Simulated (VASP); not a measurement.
A run of VASP 6.6.1 is set up as follows.

Contents of INCAR:

```
SYSTEM = ScAl5
PREC     = Accurate       ! precision mode
ENCUT    = 600            ! plane-wave cutoff, eV
EDIFF    = 1E-6           ! SCF threshold, eV
ISMEAR   = 0              ! smearing method
SIGMA    = 0.1            ! smearing width, eV
LREAL    = .False.        ! projectors in reciprocal space
LASPH    = .True.         ! aspherical terms in the spheres
NELM     = 80             ! most SCF steps
ALGO     = Normal         ! electronic algorithm
ISIF     = 3              ! what is computed and relaxed
LWAVE    = .False.        ! write WAVECAR
LCHARG   = .False.        ! write CHGCAR
GGA      = PE             ! functional
IBRION   = 2              ! ionic algorithm
NSW      = 90             ! ionic steps
EDIFFG   = -0.04          ! ionic threshold
```

The input KPOINTS:

```
Automatic mesh
0
Gamma
  6 6 2
  0 0 0
```

File POSCAR:

```
ScAl5
1.0
    2.8338751000      0.0000000000      0.0000000000
   -1.4169375500      2.4542078300      0.0000000000
    0.0000000000      0.0000000000     13.8830959900
Sc Al
1 5
Direct
    0.0000000000      0.0000000000      0.0000000000
    0.3333333300      0.6666666700      0.1666666700
    0.6666666700      0.3333333300      0.3333333300
    0.0000000000      0.0000000000      0.5000000000
    0.3333333300      0.6666666700      0.6666666700
    0.6666666700      0.3333333300      0.8333333300
```

Potentials or basis: VASP PAW PBE potentials, release 64 (Sc_sv, Al).

Command:

```sh
$ cat potpaw_PBE.64/Sc_sv/POTCAR potpaw_PBE.64/Al/POTCAR > POTCAR
$ mpirun -np 1 vasp_std > vasp.out
```

Predict the band gap on the k mesh.

zero (bands 13 and 14 overlap by 2.87 eV).

Estimate the relaxed cell.

a = 2.956 Å, b = 2.956 Å, c = 14.125 Å, α = 90.00°, β = 90.00°, γ = 120.00°.

Predict the space group after relaxing (to 0.1 Å).

P-3m1 (No. 164).

The path:
```
step  energy change (eV)  largest force (eV/Å)  pressure (GPa)  volume (Å³)
   1              0.0000                0.7904            9.57        96.56
   2             -0.3162                0.2714           -2.05       110.62
   3             -0.3316                0.3488           -0.32       107.82
   4             -0.3538                0.2778           -0.19       107.70
   5             -0.3620                0.1801           -0.03       107.57
   6             -0.3682                0.1085           -0.06       107.48
   7             -0.3733                0.1109           -0.08       107.31
   8             -0.3750                0.0563            0.08       107.06
   9             -0.3754                0.0175            0.19       106.89
```

Caveat: the k points lie up to 0.41 Å⁻¹ apart in the final cell, too coarse for converged energies and pressures of a metal.
